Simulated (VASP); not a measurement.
# Ge3Pd (Pm-3m) in VASP: further runs

Ge3Pd is run at these levels: PBE; tasks: single point, relaxation of cell and atoms.

Program: VASP 6.6.1. These are calculated values, not measurements. Logs are shortened: lines on timing, memory, paths and dates and some standing lists are left out, and cuts for length are marked.

**1. The cell of the first run**

It takes space group Pm-3m (No. 221, cubic). The conventional cell has a = 4.138 Å, b = 4.138 Å, c = 4.138 Å, α = 90.00°, β = 90.00°, γ = 90.00°. Within 3.9 Å of Ge (site symmetry 4/mmm) lie 8 Ge at 2.93 Å and 4 Pd at 2.93 Å. Within 3.9 Å of Pd (site symmetry m-3m) lie 12 Ge at 2.93 Å.

The cell was built from a structure type or drawn by symmetry, and may not be a known phase.

**2. Single point, PBE, collinear spin**

Contents of INCAR:

```
SYSTEM = Ge3Pd
ALGO = Normal ; EDIFF = 1E-7
ENCUT = 520 ; GGA = PE
ISIF = 2 ; ISMEAR = 0
ISPIN = 2 ; LASPH = .TRUE.
LCHARG = .FALSE. ; LMAXMIX = 4
LORBIT = 11 ; LREAL = .FALSE.
LWAVE = .FALSE. ; MAGMOM = 0 0 0 1
NBANDS = 38 ; NELM = 150
PREC = Accurate ; SIGMA = 0.1
```

Contents of KPOINTS:

```
k-points
0
G
  4 4 4
  0 0 0
```

Contents of POSCAR:

```
Ge3Pd
1.0
    4.1377279248      0.0000000000      0.0000000000
    0.0000000000      4.1377279248      0.0000000000
    0.0000000000      0.0000000000      4.1377279248
Ge Pd
3 1
Direct
    0.0000000000      0.5000000000      0.5000000000
    0.5000000000      0.0000000000      0.5000000000
    0.5000000000      0.5000000000      0.0000000000
    0.0000000000      0.0000000000      0.0000000000
```

Potentials or basis: VASP PAW PBE potentials, release 64 (Ge_d, Pd).

Launch:

```bash
$ cat potpaw_PBE.64/Ge_d/POTCAR potpaw_PBE.64/Pd/POTCAR > POTCAR
$ mpirun -np 1 vasp_std > vasp.out
```

OUTCAR:

```text
SYSTEM = Ge3Pd
   EDIFF = 1E-7
   ENCUT = 520
   GGA = PE
   ISIF = 2
   ISMEAR = 0
   ISPIN = 2
   LASPH = .TRUE.
   LORBIT = 11
   LREAL = .FALSE.
   NELM = 150
   PREC = Accurate

 ion  position               nearest neighbor table
   1  0.000  0.500  0.500-   4 2.93   4 2.93   4 2.93   4 2.93
   2  0.500  0.000  0.500-   4 2.93   4 2.93   4 2.93   4 2.93
   3  0.500  0.500  0.000-   4 2.93   4 2.93   4 2.93   4 2.93
   4  0.000  0.000  0.000-   1 2.93   2 2.93   3 2.93   1 2.93   2 2.93   1 2.93   3 2.93   1 2.93
                             2 2.93   3 2.93   2 2.93   3 2.93

  LATTYP: Found a simple cubic cell.
 ALAT       =     4.1377279248

  Lattice vectors:

 A1 = (   4.1377279248,   0.0000000000,   0.0000000000)
 A2 = (   0.0000000000,   4.1377279248,   0.0000000000)
 A3 = (   0.0000000000,   0.0000000000,   4.1377279248)

Analysis of symmetry for initial positions (statically):
=====================================================================
 Subroutine PRICEL returns:
 Original cell was already a primitive cell.

 Routine SETGRP: Setting up the symmetry group for a
 simple cubic supercell.

 Subroutine GETGRP returns: Found 48 space group operations
 (whereof 48 operations were pure point group operations)
 out of a pool of 48 trial point group operations.

The static configuration has the point symmetry O_h .

Analysis of symmetry for dynamics (positions and initial velocities):
=====================================================================
 Subroutine PRICEL returns:
 Original cell was already a primitive cell.

 Routine SETGRP: Setting up the symmetry group for a
 simple cubic supercell.

 Subroutine GETGRP returns: Found 48 space group operations
 (whereof 48 operations were pure point group operations)
 out of a pool of 48 trial point group operations.

The dynamic configuration has the point symmetry O_h .

Analysis of structural, dynamic, and magnetic symmetry:
=====================================================================
 Subroutine PRICEL returns:
 Original cell was already a primitive cell.

 Routine SETGRP: Setting up the symmetry group for a
 simple cubic supercell.

 Subroutine GETGRP returns: Found 48 space group operations
 (whereof 48 operations were pure point group operations)
 out of a pool of 48 trial point group operations.

The overall configuration has the point symmetry O_h .

 Subroutine INISYM returns: Found 48 space group operations
 (whereof 48 operations are pure point group operations),
 and found     1 'primitive' translations

----------------------------------------------------------------------------------------

                                     Primitive cell

  volume of cell :      70.8412

  direct lattice vectors                    reciprocal lattice vectors
     4.137727925  0.000000000  0.000000000     0.241678529  0.000000000  0.000000000
     0.000000000  4.137727925  0.000000000     0.000000000  0.241678529  0.000000000
     0.000000000  0.000000000  4.137727925     0.000000000  0.000000000  0.241678529

  length of vectors
     4.137727925  4.137727925  4.137727925     0.241678529  0.241678529  0.241678529

  position of ions in fractional coordinates (direct lattice)
     0.000000000  0.500000000  0.500000000
     0.500000000  0.000000000  0.500000000
     0.500000000  0.500000000  0.000000000
     0.000000000  0.000000000  0.000000000

  ion indices of the primitive-cell ions
   primitive index   ion index
                 1           1
                 2           2
                 3           3
                 4           4

----------------------------------------------------------------------------------------

 KPOINTS: k-points

Automatic generation of k-mesh.
 Grid dimensions read from file:
 generate k-points for:    4    4    4

 Generating k-lattice:

  Cartesian coordinates                     Fractional coordinates (reciprocal lattice)
     0.060419632  0.000000000  0.000000000     0.250000000  0.000000000  0.000000000
     0.000000000  0.060419632  0.000000000     0.000000000  0.250000000  0.000000000
     0.000000000  0.000000000  0.060419632     0.000000000  0.000000000  0.250000000

  Length of vectors
     0.060419632  0.060419632  0.060419632

  Shift w.r.t. Gamma in fractional coordinates (k-lattice)
     0.000000000  0.000000000  0.000000000

 Subroutine IBZKPT returns following result:
 ===========================================

 Found     10 irreducible k-points:

 Following reciprocal coordinates:
            Coordinates               Weight
  0.000000  0.000000  0.000000      1.000000
  0.250000  0.000000  0.000000      6.000000
  0.500000  0.000000  0.000000      3.000000
  0.250000  0.250000  0.000000     12.000000
  0.500000  0.250000  0.000000     12.000000
  0.500000  0.500000  0.000000      3.000000
  0.250000  0.250000  0.250000      8.000000
  0.500000  0.250000  0.250000     12.000000
  0.500000  0.500000  0.250000      6.000000
  0.500000  0.500000  0.500000      1.000000
   k-points           NKPTS =     10   k-points in BZ     NKDIM =     10   number of bands    NBANDS=     38
   number of dos      NEDOS =    301   number of ions     NIONS =      4
   total plane-waves  NPLWV =  32768
   dimension x,y,z NGX =    32 NGY =   32 NGZ =   32
   dimension x,y,z NGXF=    64 NGYF=   64 NGZF=   64
   ions per type =               3   1
   NGX,Y,Z   is equivalent  to a cutoff of  12.86, 12.86, 12.86 a.u.
   NGXF,Y,Z  is equivalent  to a cutoff of  25.71, 25.71, 25.71 a.u.
 SYSTEM =  Ge3Pd
   PREC   = accura    normal or accurate (medium, high low for compatibility)
   ISTART =      0    job   : 0-new  1-cont  2-samecut
   ICHARG =      2    charge: 1-file 2-atom 10-const
   ISPIN  =      2    spin polarized calculation?
   LNONCOLLINEAR =      F non collinear calculations
   LSORBIT =      F    spin-orbit coupling
   LASPH  =      T    aspherical Exc in radial PAW
   ENCUT  =  520.0 eV  38.22 Ry    6.18 a.u.   7.69  7.69  7.69*2*pi/ulx,y,z
   NELM   =    150;   NELMIN=  2; NELMDL= -5     # of ELM steps
   EDIFF  = 0.1E-06   stopping-criterion for ELM
   LREAL  =      F    real-space projection
   EDIFFG = 0.1E-05   stopping-criterion for IOM
   NSW    =      0    number of steps for IOM
   IBRION =     -1    ionic relax: 0-MD 1-quasi-New 2-CG
   NFREE  =      0    steps in history (QN), initial steepest desc. (CG)
   ISIF   =      2    stress and relaxation
   ISYM   =      2    0-nonsym 1-usesym 2-fastsym
   POTIM  = 0.5000    time-step for ionic-motion
   TEBEG  =    0.0;   TEEND  =   0.0 temperature during run
   PSTRESS=    0.0 pullay stress
   NELECT =      52.0000    total number of electrons
   NUPDOWN=      -1.0000    fix difference up-down
   EMIN   =  10.00;   EMAX   =-10.00  energy-range for DOS
   EFERMI =   0.00;   METHOD = LEGACY
   ISMEAR =     0;   SIGMA  =   0.10  broadening in eV -4-tet -1-fermi 0-gaus
   EFERMI_NEDOS =   21; number of points for ismear=-14 and -15
   IALGO  =     38    algorithm
   IMIX   =      4    mixing-type and parameters
     AMIX     =   0.40;   BMIX     =  1.00
     AMIX_MAG =   1.60;   BMIX_MAG =  1.00
  volume/ion in A,a.u.               =      17.71       119.51
  Fermi-wavevector in a.u.,A,eV,Ry     =   1.476774  2.790698 29.672418  2.180861
  Thomas-Fermi vector in A             =   2.591259
   LORBIT       =     11    0 simple, 1 ext, 2 COOP (PROOUT), +10 PAW based schemes
   GGA     = PE    functional components
   LHFCALC =     F    Hartree Fock is set to
   AEXX    =    0.0000 exact exchange contribution
   IVDW    =     0    specifies the selected vdW correction
   LEPSILON=     F    determine dielectric tensor
   LRPA    =     F    only Hartree local field effects (RPA)
 spin polarized calculation
 Gauss-broadening in eV      SIGMA  =   0.10
  energy-cutoff  :      520.00
  volume of cell :       70.84
 maximum number of plane-waves:      1935
 NGX is ok and might be reduce to    32
   NGX = 15   NGY = 15   NGZ = 15

 number of electron      52.0000048 magnetization       0.0006316

 Free energy of the ion-electron system (eV)
  ---------------------------------------------------
  ext. energy  EPLUGINS =         0.00000000
  ---------------------------------------------------
  free energy    TOTEN  =       -18.36475137 eV

  energy without entropy =      -18.34686577  energy(sigma->0) =      -18.35580857

 E-fermi :   7.6336     XC(G=0): -11.7242

 val. band max:        7.6084605719   @ k =   0.5000   0.2500   0.0000
 cond. band min:       7.6980301596   @ k =   0.5000   0.5000   0.0000
 fundamental gap:      0.0895695877
 Fermi energy:         7.6336046612

 spin component 1

 k-point     1 :       0.0000    0.0000    0.0000
  band No.  band energies     occupation
      1     -17.1929      1.00000
      2     -17.1929      1.00000
      3     -17.1929      1.00000
      4     -17.1780      1.00000
      5     -17.1388      1.00000
      6     -17.1388      1.00000
[... 30 lines left out ...]
     37      16.8225      0.00000
     38      16.8225      0.00000
[... 367 lines left out ...]
     37      20.9351      0.00000
     38      20.9351      0.00000
 Fermi energy:         7.6336046612

 spin component 2

 k-point     1 :       0.0000    0.0000    0.0000
  band No.  band energies     occupation
      1     -17.1929      1.00000
      2     -17.1929      1.00000
      3     -17.1929      1.00000
      4     -17.1779      1.00000
      5     -17.1388      1.00000
      6     -17.1388      1.00000
[... 30 lines left out ...]
     37      16.8225      0.00000
     38      16.8225      0.00000
[... 367 lines left out ...]
     37      20.9352      0.00000
     38      20.9352      0.00000

------------------------ aborting loop because EDIFF is reached ----------------------------------------

  FORCE on cell =-STRESS in cart. coord.  units (eV):
  Direction    XX          YY          ZZ          XY          YZ          ZX
  --------------------------------------------------------------------------------------
  -------------------------------------------------------------------------------------
  Total        0.0297799      0.0297799      0.0297799     -0.0000000     -0.0000000      0.0000000
  in kB        0.6735166      0.6735166      0.6735166     -0.0000000     -0.0000000      0.0000000
  external PRESSURE =       0.6735166 kB  Pullay stress =       0.0000000 kB

 VOLUME and BASIS-vectors are now :
 -----------------------------------------------------------------------------
  energy-cutoff  :      520.00
  volume of cell :       70.84
      direct lattice vectors                 reciprocal lattice vectors
     4.137727925  0.000000000  0.000000000     0.241678529  0.000000000  0.000000000
     0.000000000  4.137727925  0.000000000     0.000000000  0.241678529  0.000000000
     0.000000000  0.000000000  4.137727925     0.000000000  0.000000000  0.241678529

 POSITION                                       TOTAL-FORCE (eV/Angst)
 -----------------------------------------------------------------------------------
      0.00000      2.06886      2.06886         0.000000      0.000000      0.000000
      2.06886      0.00000      2.06886         0.000000      0.000000      0.000000
      2.06886      2.06886      0.00000         0.000000      0.000000      0.000000
      0.00000      0.00000      0.00000         0.000000      0.000000      0.000000
 -----------------------------------------------------------------------------------
    total drift:                                0.000000     -0.000000     -0.000000

  FREE ENERGIE OF THE ION-ELECTRON SYSTEM (eV)
  ---------------------------------------------------
  free  energy   TOTEN  =       -18.3647513685 eV

  energy  without entropy=      -18.3468657736  energy(sigma->0) =      -18.35580857

 total charge

# of ion       s       p       d       tot
------------------------------------------
    1        1.256   0.905  10.030  12.192
    2        1.256   0.905  10.030  12.192
    3        1.256   0.905  10.030  12.192
    4        0.410   0.323   8.602   9.335
--------------------------------------------------
tot          4.179   3.039  38.692  45.910

 magnetization (x)

# of ion       s       p       d       tot
------------------------------------------
    1        0.000   0.000   0.000   0.000
    2        0.000   0.000   0.000   0.000
    3        0.000   0.000   0.000   0.000
    4       -0.000  -0.000   0.000   0.000
--------------------------------------------------
tot         -0.000   0.000   0.000   0.000
```

Run time: 99 s. Hardware: 1 thread of Intel Xeon 8259CL, shared host; peak memory 0.22 GiB.

What came out:

| Item | Value |
| --- | --- |
| Free energy | -18.3648 eV |
| Pressure | 0.1 GPa |
| Band gap on the k mesh | zero (filled and empty bands overlap) |
| Net moment | 0.00 μB per cell |
| Valence electrons inside the program's atomic spheres | Ge 12.19; Pd 9.34 |

Levels at points of the mesh, in eV from the Fermi level:
Spin up:
```tsv
k point	band 22	band 23	band 24	band 25	band 26	band 27	band 28	band 29	band 30	band 31
(0.00, 0.00, 0.00)	-2.74	-2.74	-2.74	-1.64	-1.64	0.82	2.94	2.94	2.94	5.60
(0.50, 0.00, 0.00)	-2.70	-2.48	-0.35	-0.35	-0.07	-0.07	0.31	0.81	2.64	5.84
(0.50, 0.50, 0.00)	-2.47	-2.18	-2.14	-0.17	0.06	0.92	0.92	2.39	2.39	5.09
(0.50, 0.50, 0.50)	-4.42	-2.39	-2.39	-1.66	-1.66	-1.66	-0.36	7.45	7.45	7.52
```
Spin down:
```
           k point  band 22  band 23  band 24  band 25  band 26  band 27  band 28  band 29  band 30  band 31
(0.00, 0.00, 0.00)    -2.74    -2.74    -2.74    -1.64    -1.64     0.82     2.94     2.94     2.94     5.60
(0.50, 0.00, 0.00)    -2.70    -2.48    -0.35    -0.35    -0.07    -0.07     0.31     0.81     2.64     5.84
(0.50, 0.50, 0.00)    -2.47    -2.18    -2.14    -0.17     0.06     0.92     0.92     2.39     2.39     5.09
(0.50, 0.50, 0.50)    -4.42    -2.39    -2.39    -1.66    -1.66    -1.66    -0.36     7.45     7.45     7.52
```

Caveat: the k points lie up to 0.38 Å⁻¹ apart, too coarse for converged energies and pressures of a metal.

**3. Single point, PBE**

This run uses another cell than the first one, of 17.82 Å³/atom.

Contents of INCAR:

```
SYSTEM = Ge3Pd
  PREC = Accurate
  ENCUT = 520
  EDIFF = 1E-6
  ISMEAR = 0
  SIGMA = 0.1
  LREAL = .False.
  LASPH = .True.
  NELM = 100
  ALGO = Normal
  ISIF = 2
  LWAVE = .False.
  LCHARG = .True.
  GGA = PE
  LELF = .True.
  LVHAR = .True.
  NBANDS = 34
```

Contents of KPOINTS:

```
regular mesh
0
Gamma
  12 12 12
  0 0 0
```

Contents of POSCAR:

```
Ge3Pd
1.0
    4.1459367846      0.0000000000      0.0000000000
    0.0000000000      4.1459367846      0.0000000000
    0.0000000000      0.0000000000      4.1459367846
Ge Pd
3 1
Direct
    0.0000000000      0.5000000000      0.5000000000
    0.5000000000      0.0000000000      0.5000000000
    0.5000000000      0.5000000000      0.0000000000
    0.0000000000      0.0000000000      0.0000000000
```

Potentials or basis: VASP PAW PBE potentials, release 64 (Ge_d, Pd).

Launch:

```bash
$ cat potpaw_PBE.64/Ge_d/POTCAR potpaw_PBE.64/Pd/POTCAR > POTCAR
$ mpirun -np 1 vasp_std > vasp.out
```

Run time: 2.2 min. Hardware: 1 thread of Intel Xeon 8259CL, shared host; peak memory 0.3 GiB.

It converged, with:

| Property | Result |
| --- | --- |
| Free energy | -18.4788 eV |
| Pressure | 0.0 GPa |
| Band gap on the k mesh | zero (bands 26 and 27 overlap by 2.12 eV) |

Levels at points of the mesh, in eV from the Fermi level:
```tsv
k point	band 24	band 25	band 26	band 27	band 28	band 29
(0.00, 0.00, 0.00)	-2.65	-1.58	-1.58	0.86	2.99	2.99
(0.50, 0.00, 0.00)	-0.29	-0.29	-0.04	-0.04	0.35	0.83
(0.50, 0.50, 0.00)	-2.07	-0.17	0.08	0.97	0.97	2.43
(0.50, 0.50, 0.50)	-2.29	-1.59	-1.59	-1.59	-0.28	7.42
```

[end of part 1 of 2]
